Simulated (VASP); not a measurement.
# Zr (Im-3m) in VASP: notebook, part 2 of 2

VASP 6.6.1. Earlier steps stand in the parts before.

## 3. Single point, BLYP (26.59 Å³/atom)

This run uses another cell than the first one, of 26.59 Å³/atom.

Input file INCAR:

```
SYSTEM = Zr
  PREC = Accurate
  ENCUT = 520
  EDIFF = 1E-6
  ISMEAR = -1
  SIGMA = 0.1
  LREAL = .FALSE.
  LASPH = .TRUE.
  NELM = 80
  ALGO = Normal
  ISIF = 2
  LWAVE = .FALSE.
  LCHARG = .FALSE.
  GGA = B5
  ALDAX = 1.0
  AGGAX = 1.0
  AGGAC = 1.0
  ALDAC = 0.0
  NBANDS = 12
```

Input file KPOINTS:

```
Automatic mesh
0
G
  14 14 14
  0 0 0
```

Input file POSCAR:

```
Zr
1.0
   -1.8802869391      1.8802869391      1.8802869391
    1.8802869391     -1.8802869391      1.8802869391
    1.8802869391      1.8802869391     -1.8802869391
Zr
1
Direct
    0.0000000000      0.0000000000      0.0000000000
```

Potentials or basis: VASP PAW PBE potentials, release 64 (Zr_sv).

Run with:

```
$ cat potpaw_PBE.64/Zr_sv/POTCAR > POTCAR
$ mpirun -np 1 vasp_std > vasp.out
```

OUTCAR:

```text
SYSTEM = Zr
   PREC = Accurate
   ENCUT = 520
   EDIFF = 1E-6
   ISMEAR = -1
   LREAL = .FALSE.
   LASPH = .TRUE.
   NELM = 80
   ISIF = 2
   GGA = B5

 ion  position               nearest neighbor table
   1  0.000  0.000  0.000-

  LATTYP: Found a body centered cubic cell.
 ALAT       =     3.7605738782

  Lattice vectors:

 A1 = (  -1.8802869391,   1.8802869391,   1.8802869391)
 A2 = (   1.8802869391,  -1.8802869391,   1.8802869391)
 A3 = (   1.8802869391,   1.8802869391,  -1.8802869391)

Analysis of symmetry for initial positions (statically):
=====================================================================
 Subroutine PRICEL returns:
 Original cell was already a primitive cell.

 Routine SETGRP: Setting up the symmetry group for a
 body centered cubic supercell.

 Subroutine GETGRP returns: Found 48 space group operations
 (whereof 48 operations were pure point group operations)
 out of a pool of 48 trial point group operations.

The static configuration has the point symmetry O_h .

Analysis of symmetry for dynamics (positions and initial velocities):
=====================================================================
 Subroutine PRICEL returns:
 Original cell was already a primitive cell.

 Routine SETGRP: Setting up the symmetry group for a
 body centered cubic supercell.

 Subroutine GETGRP returns: Found 48 space group operations
 (whereof 48 operations were pure point group operations)
 out of a pool of 48 trial point group operations.

The dynamic configuration has the point symmetry O_h .

 Subroutine INISYM returns: Found 48 space group operations
 (whereof 48 operations are pure point group operations),
 and found     1 'primitive' translations

----------------------------------------------------------------------------------------

                                     Primitive cell
[... 113 lines left out ...]
   LORBIT       =      0    0 simple, 1 ext, 2 COOP (PROOUT), +10 PAW based schemes
   GGA     = B5    functional components
   LHFCALC =     F    Hartree Fock is set to
   AEXX    =    0.0000 exact exchange contribution
   IVDW    =     0    specifies the selected vdW correction
   LEPSILON=     F    determine dielectric tensor
   LRPA    =     F    only Hartree local field effects (RPA)
 non-spin polarized calculation
  energy-cutoff  :      520.00
  volume of cell :       26.59
 maximum number of plane-waves:       727
   NGX = 13   NGY = 13   NGZ = 13

 number of electron      12.0000000 magnetization

 Free energy of the ion-electron system (eV)
  ---------------------------------------------------
  ext. energy  EPLUGINS =         0.00000000
  ---------------------------------------------------
  free energy    TOTEN  =        -7.20618159 eV

  energy without entropy =       -7.12898257  energy(sigma->0) =       -7.16758208

 E-fermi :   7.8383     XC(G=0):  -9.9311

 val. band max:        7.8278187732   @ k =   0.2143   0.2143   0.0000
 cond. band min:       7.8581027753   @ k =   0.2143   0.0714   0.0714
 fundamental gap:      0.0302840021
 Fermi energy:         7.8382600514

 k-point     1 :       0.0000    0.0000    0.0000
  band No.  band energies     occupation
      1     -40.8753      2.00000
      2     -18.6388      2.00000
      3     -18.6388      2.00000
      4     -18.6388      2.00000
      5       2.8443      2.00000
      6       8.7759      0.00017
      7       8.7759      0.00017
      8       8.7759      0.00017
      9      10.8928      0.00000
     10      10.8928      0.00000
     11      19.9082      0.00000
     12      19.9082      0.00000
[... 331 lines left out ...]
 k-point    24 :       0.3571    0.2857   -0.0000
  band No.  band energies     occupation
      1     -40.7780      2.00000
      2     -19.1166      2.00000
      3     -19.0208      2.00000
      4     -18.7161      2.00000
      5       6.6525      1.99999
      6       7.3730      1.98110
      7       7.6792      1.66141
      8      10.9924      0.00000
      9      11.3164      0.00000
     10      15.0004      0.00000
     11      15.4787      0.00000
     12      16.8448      0.00000

 [... further k-points ...]

------------------------ aborting loop because EDIFF is reached ----------------------------------------

  FORCE on cell =-STRESS in cart. coord.  units (eV):
  Direction    XX          YY          ZZ          XY          YZ          ZX
  --------------------------------------------------------------------------------------
  -------------------------------------------------------------------------------------
  Total       -1.2732081     -1.2732081     -1.2732081     -0.0000000     -0.0000000      0.0000000
  in kB      -76.7145256    -76.7145256    -76.7145256     -0.0000000     -0.0000000      0.0000000
  external PRESSURE =     -76.7145256 kB  Pullay stress =       0.0000000 kB

 VOLUME and BASIS-vectors are now :
 -----------------------------------------------------------------------------
  energy-cutoff  :      520.00
  volume of cell :       26.59
      direct lattice vectors                 reciprocal lattice vectors
    -1.880286939  1.880286939  1.880286939     0.000000000  0.265916861  0.265916861
     1.880286939 -1.880286939  1.880286939     0.265916861  0.000000000  0.265916861
     1.880286939  1.880286939 -1.880286939     0.265916861  0.265916861  0.000000000

 POSITION                                       TOTAL-FORCE (eV/Angst)
 -----------------------------------------------------------------------------------
      0.00000      0.00000      0.00000        -0.000000      0.000000      0.000000
 -----------------------------------------------------------------------------------
    total drift:                                0.000000      0.000000      0.000000

  FREE ENERGIE OF THE ION-ELECTRON SYSTEM (eV)
  ---------------------------------------------------
  free  energy   TOTEN  =        -7.2061815877 eV

  energy  without entropy=       -7.1289825657  energy(sigma->0) =       -7.16758208
```

OSZICAR:

```text
N       E                     dE             d eps       ncg     rms          rms(c)
DAV:   1     0.857526535438E+02    0.85753E+02   -0.67687E+03  2504   0.977E+02
DAV:   2    -0.434257113181E+01   -0.90095E+02   -0.87624E+02  2924   0.262E+02
DAV:   3    -0.749747151399E+01   -0.31549E+01   -0.30976E+01  3876   0.405E+01
DAV:   4    -0.755951815053E+01   -0.62047E-01   -0.61992E-01  2884   0.550E+00
DAV:   5    -0.756044914728E+01   -0.93100E-03   -0.93091E-03  3612   0.518E-01    0.785E+00
DAV:   6    -0.725502930232E+01    0.30542E+00   -0.39447E-01  2628   0.556E+00    0.285E+00
DAV:   7    -0.720385541607E+01    0.51174E-01   -0.17014E-01  2992   0.343E+00    0.611E-01
DAV:   8    -0.720615039427E+01   -0.22950E-02   -0.11028E-02  3144   0.112E+00    0.104E-01
DAV:   9    -0.720618515599E+01   -0.34762E-04   -0.33236E-04  3212   0.163E-01    0.245E-02
DAV:  10    -0.720618112423E+01    0.40318E-05   -0.26379E-05  2824   0.403E-02    0.729E-03
DAV:  11    -0.720618158770E+01   -0.46347E-06   -0.15417E-06  2936   0.108E-02
   1 F= -.72061816E+01 E0= -.71675821E+01  d E =-.771990E-01
```

Run time: 43 s. Hardware: 1 thread of Intel Xeon 8259CL, shared host; peak memory 0.16 GiB.

Results:

- Free energy: -7.2062 eV
- Pressure: -7.7 GPa
- Band gap on the k mesh: zero (bands 6 and 7 overlap by 1.46 eV)

Levels at points of the mesh, in eV from the Fermi level:
```
           k point  band 3  band 4  band 5  band 6  band 7  band 8  band 9  band 10
(0.00, 0.00, 0.00)  -26.48  -26.48   -4.99    0.94    0.94    0.94    3.05     3.05
(0.50, 0.00, 0.00)  -26.68  -26.48   -2.41   -0.53    1.31    2.98    3.53     5.20
(0.50, 0.50, 0.50)  -26.92  -26.92   -2.03   -2.03    4.67    4.67    4.67     6.61
```

Caveat: the cell stands under tension; the PAW data sets were made with another functional, which shifts forces and pressure a little.

## 4. Single point, BLYP

This run uses another cell than the first one, of 23.74 Å³/atom.

Input file INCAR:

```
AGGAC    = 1.0          
AGGAX    = 1.0          
ALDAC    = 0.0          
ALDAX    = 1.0          
ALGO     = Normal         # electronic algorithm
EDIFF    = 1E-7           # SCF threshold, eV
ENCUT    = 520            # plane-wave cutoff, eV
GGA      = B5             # functional
ISIF     = 2              # what is computed and relaxed
ISMEAR   = -1             # smearing method
LASPH    = T              # aspherical terms in the spheres
LCHARG   = F              # write CHGCAR
LREAL    = F              # projectors in reciprocal space
LWAVE    = F              # write WAVECAR
NBANDS   = 12             # bands
NELM     = 80             # most SCF steps
PREC     = Accurate       # precision mode
SIGMA    = 0.1            # smearing width, eV
```

Input file KPOINTS:

```
k-points
0
Gamma
  20 20 20
```

Input file POSCAR:

```
Zr
1.0
   -1.8105816802      1.8105816802      1.8105816802
    1.8105816802     -1.8105816802      1.8105816802
    1.8105816802      1.8105816802     -1.8105816802
Zr
1
Direct
    0.0000000000      0.0000000000      0.0000000000
```

Run with:

```
$ cat potpaw_PBE.64/Zr_sv/POTCAR > POTCAR
$ mpirun -np 1 vasp_std > vasp.out
```

It took 60 s on 1 thread of Intel Xeon 8259CL, shared host; peak memory 0.19 GiB.

The run converged. Its results:

- Free energy: -7.2800 eV
- Pressure: 0.0 GPa
- Band gap on the k mesh: zero (bands 6 and 7 overlap by 1.61 eV)

Levels at points of the mesh, in eV from the Fermi level:
```csv
k point,band 4,band 5,band 6,band 7,band 8,band 9
"(0.00, 0.00, 0.00)",-26.11,-5.19,1.02,1.02,1.02,3.43
"(0.50, 0.00, 0.00)",-26.11,-2.68,-0.68,1.71,3.40,4.03
"(0.50, 0.50, 0.50)",-26.73,-2.44,-2.44,5.37,5.37,5.37
```

Caveat: the PAW data sets were made with another functional, which shifts forces and pressure a little.

## 5. Summary

```csv
cell,k mesh,gap on the mesh (eV),pressure (GPa)
"a = 3.218 Å, angles 109.5°, 1 atom",14 × 14 × 14,none,-5.6
"a = 3.257 Å, angles 109.5°, 1 atom",14 × 14 × 14,none,-7.7
"a = 3.136 Å, angles 109.5°, 1 atom",20 × 20 × 20,none,0.0
```

Alike in all rows: task single point; level BLYP; potentials or basis VASP PAW PBE potentials, release 64 (Zr_sv); no spin polarisation; cutoff (eV) 520; smearing fermi-dirac 0.1 eV.

Caveats: the PAW data sets were made with another functional, which shifts forces and pressure a little; the cell stands under tension (at least some runs).

Total energies depend on the potentials used, so only differences within one code and one set of settings carry meaning.
